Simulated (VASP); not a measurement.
## HfO2: single point with PBE

Crystal: HfO2.

```
Hf O
1.0
     0.00000    2.52918    2.52918
     2.52918    0.00000    2.52918
     2.52918    2.52918    0.00000
Hf O
1 2
Direct
  0.00000 0.00000 0.00000
  0.75000 0.75000 0.75000
  0.25000 0.25000 0.25000
```

```json
{"Program": "VASP 6.6.1", "Task": "single point", "Functional": "PBE", "Potentials or basis": "VASP PAW PBE potentials, release 64 (Hf_pv, O)", "Cutoff": "520 eV", "k mesh": "6 × 6 × 6", "Occupations": "gaussian, width 0.01 eV", "Spin": "no spin polarisation"}
```

- Pressure: 2.1 GPa
- Band gap on the k mesh: 3.82 eV

Levels at points of the mesh, in eV from the valence-band top:
| k point | band 8 | band 9 | band 10 | band 11 | band 12 | band 13 | band 14 | band 15 |
| --- | --- | --- | --- | --- | --- | --- | --- | --- |
| (0.00, 0.00, 0.00) | -5.38 | -0.61 | -0.61 | -0.61 | 3.90 | 3.90 | 5.89 | 10.51 |
| (0.50, 0.00, 0.00) | -3.05 | -2.74 | -1.84 | -1.84 | 4.63 | 4.63 | 7.05 | 9.09 |
| (0.50, 0.50, 0.00) | -3.48 | -1.54 | -1.54 | 0.00 | 3.82 | 5.54 | 6.70 | 8.22 |

Run time: 8.6 s on 1 thread of Intel(R) Xeon(R) 6975P-C (Granite Rapids), on a shared host, peak memory 0.16 GiB.

Caveat: spin-orbit coupling is left out, which moves the levels of the heavy elements. A k mesh can miss the band edges.
